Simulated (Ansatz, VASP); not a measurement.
## Al3BSb2: VASP beside Ansatz

```
Al B Sb
1.0
     3.11162   -1.80179   -0.00944
     3.11162    1.80179   -0.00944
    -2.04800    0.00000   10.91316
Al B Sb
3 1 2
Direct
  0.69303 0.69303 0.57868
  0.30697 0.30697 0.42132
  0.50000 0.50000 0.00000
  0.00000 0.00000 0.50000
  0.77849 0.77849 0.83411
  0.22151 0.22151 0.16589
```

Change from the starting cell: the structure that the rattled cell fell into.

Alike in both runs: functional PBE; k mesh 10 × 10 × 4; occupations gaussian, width 0.1 eV; no spin polarisation.

Ansatz relaxed the structure, and its values are those at the end. VASP's run is a single point on that final structure, the one shown.

|  | VASP | Ansatz |
| --- | --- | --- |
| version | VASP 6.6.1 | Ansatz 0.2.0 |
| potentials or method | VASP PAW PBE potentials, release 64 (Al, B, Sb), cutoff 520 eV | scalar-relativistic, plane waves, PAW |
| valence electrons in the cell | 22 | 42 |

```csv
,VASP,Ansatz,Ansatz less VASP
gap on the k mesh at the Fermi level (eV),none,none,-
pressure (GPa),0.1,0.0,-0.09
rms of the force components (eV/Å),0.006,0.001,-0.0057
```

A gap of «none» marks a metal or a gap that the smearing closes. VASP's potentials hold 22 valence electrons a cell and Ansatz's 42, so a difference there can come from the potentials and not from the codes.

Neither program's run includes spin-orbit coupling.
